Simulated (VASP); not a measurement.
A run of VASP 6.6.1:

Contents of INCAR:

```
SYSTEM = BaZrO3
PREC     = Accurate       ! precision mode
ENCUT    = 910            ! plane-wave cutoff, eV
EDIFF    = 1E-6           ! SCF threshold, eV
ISMEAR   = 0              ! smearing method
SIGMA    = 0.05           ! smearing width, eV
LREAL    = .FALSE.        ! projectors in reciprocal space
LASPH    = .TRUE.         ! aspherical terms in the spheres
NELM     = 120            ! most SCF steps
ALGO     = Normal         ! electronic algorithm
ISIF     = 2              ! what is computed and relaxed
LWAVE    = .FALSE.        ! write WAVECAR
LCHARG   = .FALSE.        ! write CHGCAR
GGA      = CA             ! functional
NBANDS   = 28             ! bands
GGA_COMPAT= .FALSE.
```

KPOINTS

```
Automatic mesh
0
G
  6 6 6
  0 0 0
```

File POSCAR:

```
BaZrO3
1.0
    3.6912343136      0.0000000000      0.0000000000
    0.0000000000      4.3755642706      0.0000000000
    0.0000000000      0.0000000000      4.1474542849
Ba Zr O
1 1 3
Direct
    0.5000000000      0.5000000000      0.5000000000
    0.0000000000      0.0000000000      0.0000000000
    0.5000000000      0.0000000000      0.0000000000
    0.0000000000      0.5000000000      0.0000000000
    0.0000000000      0.0000000000      0.5000000000
```

Potentials or basis: VASP PAW LDA potentials, release 64 (Ba_sv, Zr_sv, O_h).

The run is started by

```bash
$ cat potpaw_LDA.64/Ba_sv/POTCAR potpaw_LDA.64/Zr_sv/POTCAR potpaw_LDA.64/O_h/POTCAR > POTCAR
$ mpirun -np 1 vasp_std > vasp.out
```

Hardware: 1 thread of Intel(R) Xeon(R) 6975P-C (Granite Rapids) (shared host).

Question: Estimate the wall time of this run.

Answer: Run time: 2.1 min on 1 thread of Intel(R) Xeon(R) 6975P-C (Granite Rapids), on a shared host, peak memory 0.41 GiB. Counts: scf iterations 14, k points 64.
